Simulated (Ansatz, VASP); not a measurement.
KMgBr3 in VASP and in Ansatz

```
CELL_PARAMETERS angstrom
5.30317 -0.07955 0.00000
-0.07955 5.30317 0.00000
0.00000 0.00000 5.30317
ATOMIC_POSITIONS crystal
K 0.00000 0.00000 0.00000
Mg 0.50000 0.50000 0.50000
Br 0.50000 0.50000 0.00000
Br 0.50000 0.00000 0.50000
Br 0.00000 0.50000 0.50000
```

Change from the starting cell: shear_xy strain -3.0%.

Alike in both runs: task single point; functional r2SCAN; k mesh 6 × 6 × 6; no spin polarisation.

|  | VASP | Ansatz |
| --- | --- | --- |
| version | VASP 6.6.1 | Ansatz 0.2.0 |
| potentials or method | VASP PAW PBE potentials, release 64 (K_sv, Mg, Br) | plane waves, PAW |
| plane-wave cutoff (eV) | 520 | 500 |
| occupations | gaussian, width 0.01 eV | fixed |
| valence electrons in the cell | 32 | 40 |

VASP gave:

* gap on the k mesh at the Fermi level (eV): 3.55
* pressure (GPa): -0.1
* traceless stress, the component that is largest in VASP (GPa): 0.48

What did Ansatz give for the same quantities?

gap on the k mesh at the Fermi level (eV): 3.59; pressure (GPa): 0.0; traceless stress, the component that is largest in VASP (GPa): 0.47.

VASP's potentials were made for PBE, not for r2SCAN. VASP's potentials hold 32 valence electrons a cell and Ansatz's 40, so a difference there can come from the potentials and not from the codes.
